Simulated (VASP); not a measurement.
Here is a VASP 6.6.1 calculation.

File INCAR:

```
ALGO = Fast
EDIFF = 1E-7
ENCUT = 520
GGA = PS
ISIF = 2
ISMEAR = 0
LASPH = T
LCHARG = T
LELF = T
LREAL = F
LVHAR = T
LWAVE = F
NBANDS = 14
NELM = 60
PREC = Accurate
SIGMA = 0.15
```

The input KPOINTS:

```
k-points
0
Gamma
  24 24 24
```

POSCAR

```
AlNi
1.0
    1.9581197554     -1.9581407780      0.0000000000
    1.9581197554      1.9581407780      0.0000000000
    0.0000000000      0.0000000000      3.0576484473
Al Ni
1 1
Direct
    0.0000000000      0.0000000000      0.0000000000
    0.5000000000      0.5000000000      0.5000000000
```

Potentials or basis: VASP PAW PBE potentials, release 64 (Al, Ni).

The run is started by

```console
$ cat potpaw_PBE.64/Al/POTCAR potpaw_PBE.64/Ni/POTCAR > POTCAR
$ mpirun -np 1 vasp_std > vasp.out
```

**Question.** What does it give for the pressure?

**Answer.** 0.5 GPa.

**Question.** Estimate the band gap on the k mesh.

**Answer.** Zero (an odd number of electrons rules out a gap without spin polarisation).

Stress tensor (GPa, compression positive):
```
 2.45  0.00  0.00
 0.00  2.45  0.00
 0.00  0.00 -3.38
```

Caveat: the stress differs along the axes, from -3 to 2 GPa; the PAW data sets were made with another functional, which shifts forces and pressure a little. Spin polarisation is off, so any magnetic state and its effect on volume and gap are missing.
